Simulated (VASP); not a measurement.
# ZrS (Fm-3m) in VASP: a series of runs, part 2 of 2

VASP 6.6.1.

### Step 4. Single point, r2SCAN (volume scaled by 1.10)

Contents of POSCAR:

```
ZrS
1.0
    0.0000000000      2.6967951585      2.6967951585
    2.6967951585      0.0000000000      2.6967951585
    2.6967951585      2.6967951585      0.0000000000
Zr S
1 1
Direct
    0.0000000000      0.0000000000      0.0000000000
    0.5000000000      0.5000000000      0.5000000000
```

Contents of INCAR.step1:

```
PREC = Accurate
ENCUT = 520
ISMEAR = 0
SIGMA = 0.1
LREAL = False
LASPH = True
NELM = 80
NBANDS = 16
GGA = PE
ALGO = Normal
EDIFF = 1E-4
LWAVE = True
LCHARG = False
```

Contents of INCAR.step2:

```
PREC = Accurate
ENCUT = 520
EDIFF = 1E-6
ISMEAR = 0
SIGMA = 0.1
LREAL = False
LASPH = True
NELM = 80
ALGO = Normal
ISIF = 2
LWAVE = False
LCHARG = True
METAGGA = R2SCAN
LMIXTAU = True
LELF = True
LVHAR = True
NBANDS = 16
ISTART = 1
```

Contents of KPOINTS:

```
regular mesh
0
Gamma
  14 14 14
```

Potentials or basis: VASP PAW PBE potentials, release 64 (Zr_sv, S).

Started as:

```sh
> cat potpaw_PBE.64/Zr_sv/POTCAR potpaw_PBE.64/S/POTCAR > POTCAR
> cp INCAR.step1 INCAR
> mpirun -np 1 vasp_std > vasp.out
> cp INCAR.step2 INCAR
> mpirun -np 1 vasp_std > vasp.out
```

OUTCAR:

```text
PREC = Accurate
   ENCUT = 520
   EDIFF = 1E-6
   ISMEAR = 0
   LREAL = False
   LASPH = True
   NELM = 80
   ISIF = 2
   METAGGA = R2SCAN
   ISTART = 1

 ion  position               nearest neighbor table
   1  0.000  0.000  0.000-   2 2.70   2 2.70   2 2.70   2 2.70   2 2.70   2 2.70
   2  0.500  0.500  0.500-   1 2.70   1 2.70   1 2.70   1 2.70   1 2.70   1 2.70

  LATTYP: Found a face centered cubic cell.
 ALAT       =     5.3935903170

  Lattice vectors:

 A1 = (   0.0000000000,   2.6967951585,   2.6967951585)
 A2 = (   2.6967951585,   0.0000000000,   2.6967951585)
 A3 = (   2.6967951585,   2.6967951585,   0.0000000000)

Analysis of symmetry for initial positions (statically):
=====================================================================
 Subroutine PRICEL returns:
 Original cell was already a primitive cell.

 Routine SETGRP: Setting up the symmetry group for a
 face centered cubic supercell.

 Subroutine GETGRP returns: Found 48 space group operations
 (whereof 48 operations were pure point group operations)
 out of a pool of 48 trial point group operations.

The static configuration has the point symmetry O_h .

Analysis of symmetry for dynamics (positions and initial velocities):
=====================================================================
 Subroutine PRICEL returns:
 Original cell was already a primitive cell.

 Routine SETGRP: Setting up the symmetry group for a
 face centered cubic supercell.

 Subroutine GETGRP returns: Found 48 space group operations
 (whereof 48 operations were pure point group operations)
 out of a pool of 48 trial point group operations.

The dynamic configuration has the point symmetry O_h .

 Subroutine INISYM returns: Found 48 space group operations
 (whereof 48 operations are pure point group operations),
 and found     1 'primitive' translations

----------------------------------------------------------------------------------------
[... 111 lines left out ...]
   IMIX   =      4    mixing-type and parameters
     AMIX     =   0.40;   BMIX     =  1.00
     AMIX_MAG =   1.60;   BMIX_MAG =  1.00
  volume/ion in A,a.u.               =      19.61       132.36
  Fermi-wavevector in a.u.,A,eV,Ry     =   1.262722  2.386198 21.694035  1.594467
  Thomas-Fermi vector in A             =   2.396116
   LORBIT       =      0    0 simple, 1 ext, 2 COOP (PROOUT), +10 PAW based schemes
   METAGGA = R2SCAN    functional components
   LHFCALC =     F    Hartree Fock is set to
   AEXX    =    0.0000 exact exchange contribution
   IVDW    =     0    specifies the selected vdW correction
   LEPSILON=     F    determine dielectric tensor
   LRPA    =     F    only Hartree local field effects (RPA)
 non-spin polarized calculation
 Gauss-broadening in eV      SIGMA  =   0.10
  energy-cutoff  :      520.00
  volume of cell :       39.23
 maximum number of plane-waves:      1067
   NGX = 15   NGY = 15   NGZ = 15

 number of electron      18.0000000 magnetization

 Free energy of the ion-electron system (eV)
  ---------------------------------------------------
  ext. energy  EPLUGINS =         0.00000000
  ---------------------------------------------------
  free energy    TOTEN  =       -33.75417231 eV

  energy without entropy =      -33.74587624  energy(sigma->0) =      -33.75002427

 E-fermi :   9.9731     XC(G=0): -11.5297

 val. band max:        9.9626713353   @ k =  -0.2857   0.4286   0.2143
 cond. band min:       9.9748425395   @ k =  -0.2857   0.4286   0.2143
 fundamental gap:      0.0121712042
 Fermi energy:         9.9730556154

 k-point     1 :       0.0000    0.0000    0.0000
  band No.  band energies     occupation
      1     -42.1008      2.00000
      2     -19.3749      2.00000
      3     -19.3749      2.00000
      4     -19.3749      2.00000
      5      -6.4475      2.00000
      6       6.0128      2.00000
[... 433 lines left out ...]
      3     -19.4033      2.00000
      4     -19.3989      2.00000
      5      -5.8262      2.00000
      6       3.3335      2.00000
[... 8 lines left out ...]
     15      17.8408      0.00000
     16      18.7622      0.00000

 [... further k-points ...]

------------------------ aborting loop because EDIFF is reached ----------------------------------------

  FORCE on cell =-STRESS in cart. coord.  units (eV):
  Direction    XX          YY          ZZ          XY          YZ          ZX
  --------------------------------------------------------------------------------------
  -------------------------------------------------------------------------------------
  Total       -2.6472104     -2.6472104     -2.6472104      0.0000000      0.0000000      0.0000000
  in kB     -108.1247616   -108.1247616   -108.1247616      0.0000000      0.0000000      0.0000000
  external PRESSURE =    -108.1247616 kB  Pullay stress =       0.0000000 kB

 VOLUME and BASIS-vectors are now :
 -----------------------------------------------------------------------------
  energy-cutoff  :      520.00
  volume of cell :       39.23
      direct lattice vectors                 reciprocal lattice vectors
     0.000000000  2.696795159  2.696795159    -0.185405257  0.185405257  0.185405257
     2.696795159  0.000000000  2.696795159     0.185405257 -0.185405257  0.185405257
     2.696795159  2.696795159  0.000000000     0.185405257  0.185405257 -0.185405257

 POSITION                                       TOTAL-FORCE (eV/Angst)
 -----------------------------------------------------------------------------------
      0.00000      0.00000      0.00000         0.000000      0.000000     -0.000000
      2.69680      2.69680      2.69680        -0.000000     -0.000000      0.000000
 -----------------------------------------------------------------------------------
    total drift:                                0.000000      0.000000      0.000000

  FREE ENERGIE OF THE ION-ELECTRON SYSTEM (eV)
  ---------------------------------------------------
  free  energy   TOTEN  =       -33.7541723078 eV

  energy  without entropy=      -33.7458762390  energy(sigma->0) =      -33.75002427
```

OUTCAR.step1:

```text
PREC = Accurate
   ENCUT = 520
   ISMEAR = 0
   LREAL = False
   LASPH = True
[... 677 lines left out ...]
      0.00000      0.00000      0.00000         0.000000      0.000000      0.000000
      2.69680      2.69680      2.69680        -0.000000     -0.000000     -0.000000
 -----------------------------------------------------------------------------------
    total drift:                                0.000000      0.000000      0.000000

  FREE ENERGIE OF THE ION-ELECTRON SYSTEM (eV)
  ---------------------------------------------------
  free  energy   TOTEN  =       -15.2928053975 eV

  energy  without entropy=      -15.2842992957  energy(sigma->0) =      -15.28855235
```

Run time: 2.4 min. Hardware: 1 thread of AMD EPYC 9R45 (Zen 5), shared host; peak memory 0.18 GiB.

Results:

* Free energy: -33.7542 eV
* Pressure: -10.8 GPa
* Band gap on the k mesh: zero (band 9 reaches 11.25 eV, above the bottom of band 10 at 8.70 eV)

Caveat: the PAW data sets were made with another functional, which shifts forces and pressure a little.

### Step 5. Overview

| cell | gap on the mesh (eV) | pressure (GPa) |
| --- | --- | --- |
| a = 3.731 Å, angles 60.0°, 2 atoms | none | -3.9 |
| a = 3.767 Å, angles 60.0°, 2 atoms | none | -7.2 |
| a = 3.814 Å, angles 60.0°, 2 atoms | none | -10.8 |

Alike in all rows: task single point; level r2SCAN; potentials or basis VASP PAW PBE potentials, release 64 (Zr_sv, S); no spin polarisation; k mesh 14 × 14 × 14; cutoff (eV) 520; smearing gaussian 0.1 eV.

Caveats: the PAW data sets were made with another functional, which shifts forces and pressure a little.

Absolute energies hang on the potentials; compare differences alone.
